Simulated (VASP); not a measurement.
The system is AlN.

```xyz
2
Lattice="0.0000 2.0189 2.0794 2.0189 0.0000 2.0794 2.0189 2.0189 0.0000" Properties=species:S:1:pos:R:3 pbc="T T T"
Al    0.0000    0.0000    0.0000
N     2.0189    2.0189    2.0794
```

This cell differs from its parent crystal: uniaxial z strain +3.0%.

Base run:

| Item | Value |
| --- | --- |
| Program | VASP 6.6.1 |
| Functional | PBE |
| Potentials or basis | VASP PAW PBE potentials, release 64 (Al, N) |
| Cutoff | 520 eV |
| k mesh | 10 × 10 × 10 |
| Occupations | fermi-dirac, width 0.02 eV |
| Spin | no spin polarisation |

Its results: band gap on the k mesh 4.15 eV, indirect (least direct gap 5.17 eV); pressure -1.2 GPa.

Task: The run is repeated on the same cell with these changes: functional from PBE to r2SCAN; occupations from fermi-dirac, width 0.02 eV to gaussian, width 0.01 eV. What comes out?

Result: Band gap on the k mesh 5.01 eV, indirect (least direct gap 5.99 eV); pressure -8.1 GPa.

Caveats: the PAW data sets were made with another functional, which shifts forces and pressure a little (some runs).

A k mesh can miss the band edges.
